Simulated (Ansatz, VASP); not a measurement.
**Fe: VASP beside Ansatz**

INCAR

```
  ALGO = Normal
  EDIFF = 1E-8
  ENCUT = 520
  GGA = PS
  ISIF = 2
  ISMEAR = -1
  LASPH = True
  LCHARG = False
  LEFG = True
  LREAL = False
  LWAVE = False
  NBANDS = 15
  NELM = 60
  PREC = Accurate
  SIGMA = 0.08
```

KPOINTS

```
k-points
0
Gamma
  17 17 10
```

The input POSCAR:

```
Fe
1.0
    2.3848896599      0.0000000000      0.0000000000
   -1.1924448299      2.0653750307      0.0000000000
    0.0000000000      0.0000000000      3.7641728074
Fe
2
Direct
    0.3333333333      0.6666666667      0.2500000000
    0.6666666667      0.3333333333      0.7500000000
```

Input for Ansatz:

```yaml
crystal:
  lattice:
    - [2.3848896599, 0.0, 0.0]
    - [-1.1924448299, 2.0653750307, 0.0]
    - [0.0, 0.0, 3.7641728074]
  atoms:
    - { symbol: Fe, position: [0.3333333333, 0.6666666667, 0.25] }
    - { symbol: Fe, position: [0.6666666667, 0.3333333333, 0.75] }
kpoints:
  mp_grid: { grid: [17, 17, 10] }
scf:
  occupations: { method: fermi_dirac, width: 0.08 }
hamiltonian:
  xc: pbesol
  pseudopotentials: { kind: paw }
output:
  forces: true
  stress: true
  eigenvalues: true
  efg: { contact_densities: true }
```

Change from the starting cell: volume scaled by 0.9405, PAW files.

Alike in both runs: task electric field gradients; functional PBEsol; k mesh 17 × 17 × 10; occupations fermi-dirac, width 0.08 eV; no spin polarisation.

|  | VASP | Ansatz |
| --- | --- | --- |
| version | VASP 6.6.1 | Ansatz 0.2.0 |
| potentials or method | VASP PAW PBE potentials, release 64 (Fe) | PAW with Ansatz's default frozen-core files, scalar-relativistic |
| plane-wave cutoff (eV) | 520 | 420 |
| valence electrons in the cell | 16 | 32 |

|  | VASP | Ansatz | Ansatz less VASP |
| --- | --- | --- | --- |
| pressure (GPa) | 20.6 | 21.3 | +0.60 |
| traceless stress, the component that is largest in VASP (GPa) | 1.17 | 1.35 | +0.182 |
| size of Vzz on the site where it differs most (V/Å²) | 9.1 | 4.3 | -4.82 |

VASP's potentials were made for PBE, not for PBEsol. With one functional, cell and mesh, what is left measures potentials, basis and numerics. VASP's potentials hold 16 valence electrons a cell and Ansatz's 32, so a difference there can come from the potentials and not from the codes.
